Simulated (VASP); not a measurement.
Write the native input for VASP 6.6.1 that does the following.

```yaml
Task: G0W0 quasiparticle levels
Functional: PBE
Potentials_or_basis: VASP PAW PBE potentials, release 64 (B_GW, N_GW)
Cutoff: 500 eV
k_mesh: 6 × 6 × 6
Occupations: gaussian, width 0.01 eV
Spin: no spin polarisation
Dipole_correction: no
GW_scheme: G0W0
GW_iterations: 1
Cutoff_of_the_response_function: 150
Frequency_points: 96
Empty_bands: 46
Further_INCAR_settings: ALGO = EVGW0; EDIFF = 1e-08; NBANDS = 50
```

BN:

```
CELL_PARAMETERS angstrom
0.00000 1.75068 1.82769
1.75068 0.00000 1.82769
1.75068 1.75068 0.00000
ATOMIC_POSITIONS crystal
B 0.00000 0.00000 0.00000
N 0.25000 0.25000 0.25000
```

One way to write it, as run:

POSCAR

```
BN
1.0
    0.0000000000      1.7506807011      1.8276884058
    1.7506807011      0.0000000000      1.8276884058
    1.7506807011      1.7506807011      0.0000000000
B N
1 1
Direct
    0.0000000000      0.0000000000      0.0000000000
    0.2500000000      0.2500000000      0.2500000000
```

INCAR.step1

```
SYSTEM = BN
  ALGO = Normal
  EDIFF = 1E-8
  ENCUT = 500
  GGA = PE
  ISMEAR = 0
  LASPH = .TRUE.
  LCHARG = .FALSE.
  LREAL = .FALSE.
  LWAVE = .TRUE.
  NELM = 60
  PREC = Accurate
  SIGMA = 0.01
```

INCAR.step2

```
SYSTEM = BN
  ALGO = Exact
  EDIFF = 1E-8
  ENCUT = 500
  GGA = PE
  ISMEAR = 0
  ISTART = 1
  LASPH = .TRUE.
  LCHARG = .FALSE.
  LOPTICS = .TRUE.
  LREAL = .FALSE.
  LWAVE = .TRUE.
  NBANDS = 50
  NELM = 1
  PREC = Accurate
  SIGMA = 0.01
```

INCAR.step3

```
SYSTEM = BN
  ALGO = EVGW0
  EDIFF = 1E-8
  ENCUT = 500
  ENCUTGW = 150.0
  GGA = PE
  ISMEAR = 0
  ISTART = 1
  LASPH = .TRUE.
  LCHARG = .FALSE.
  LREAL = .FALSE.
  LWAVE = .FALSE.
  NBANDS = 50
  NBANDSGW = 12
  NELMGW = 1
  NOMEGA = 96
  OMEGAMAX = 30
  PREC = Accurate
  PRECFOCK = Fast
  SIGMA = 0.01
```

KPOINTS

```
k-points
0
G
  6 6 6
  0 0 0
```

Potentials or basis: VASP PAW PBE potentials, release 64 (B_GW, N_GW).

Command:

```bash
$ cat potpaw_PBE.64/B_GW/POTCAR potpaw_PBE.64/N_GW/POTCAR > POTCAR
$ cp INCAR.step1 INCAR
$ mpirun -np 1 vasp_std > vasp.out
$ cp INCAR.step2 INCAR
$ mpirun -np 1 vasp_std > vasp.out
$ cp INCAR.step3 INCAR
$ mpirun -np 1 vasp_std > vasp.out
```

Results of the run:

```yaml
Quasiparticle_gap: 5.59 eV
Least_direct_quasiparticle_gap: 10.98 eV
Band_gap_of_the_starting_levels_on_the_mesh: 4.11 eV
Least_direct_gap_of_the_starting_levels_on_the_mesh: 8.83 eV
```

Caveat: the k points lie up to 0.51 Å⁻¹ apart; bands, screening cutoff and mesh are small and nothing is extrapolated, so the quasiparticle values aren't converged.

Wall time 49 s on 1 thread of Intel(R) Xeon(R) 6975P-C (Granite Rapids), on a shared host, peak memory 0.24 GiB.
